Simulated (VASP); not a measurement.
**Yb: single point with PBEsol**

Yb:

```
Yb
1.0
     5.48412    0.00000    0.00000
    -2.74206    4.74939    0.00000
     0.00000    0.00000    3.25565
Yb
3
Cartesian
  2.7421 4.7494 0.0000
  0.0000 3.1663 1.6278
  2.7421 1.5831 1.6278
```

This isn't the form of Yb at room conditions, which is fcc.

* Program: VASP 6.6.1
* Task: single point
* Functional: PBEsol
* Potentials or basis: VASP PAW PBE potentials, release 64 (Yb)
* Cutoff: 520 eV
* k mesh: 7 × 7 × 11
* Occupations: fermi-dirac, width 0.1 eV
* Spin: no spin polarisation
* Dipole correction: no
* Further INCAR settings: ALGO = Normal; EDIFF = 1e-07; NBANDS = 43

```json
{
 "Pressure": "3.3 GPa",
 "Band gap on the k mesh": "zero (bands 36 and 37 overlap by 0.84 eV)"
}
```

Stress tensor (GPa, compression positive):
```
3.39 0.00 0.00
0.00 3.39 0.00
0.00 0.00 3.16
```

Levels at points of the mesh, in eV from the Fermi level:
```
           k point  band 34  band 35  band 36  band 37  band 38  band 39
(0.00, 0.00, 0.00)    -0.44    -0.42     0.47     0.47     0.53     0.53
```

It took 11 min on 1 thread of AMD EPYC 9R45 96-Core Processor (Zen 5), with other jobs on the host, peak memory 0.26 GiB.

Caveat: the cell stands under pressure; the PAW data sets were made with another functional, which shifts forces and pressure a little; spin-orbit coupling is left out, which moves the levels of the heavy elements. Spin polarisation is off, so any magnetic state and its effect on volume and gap are missing.
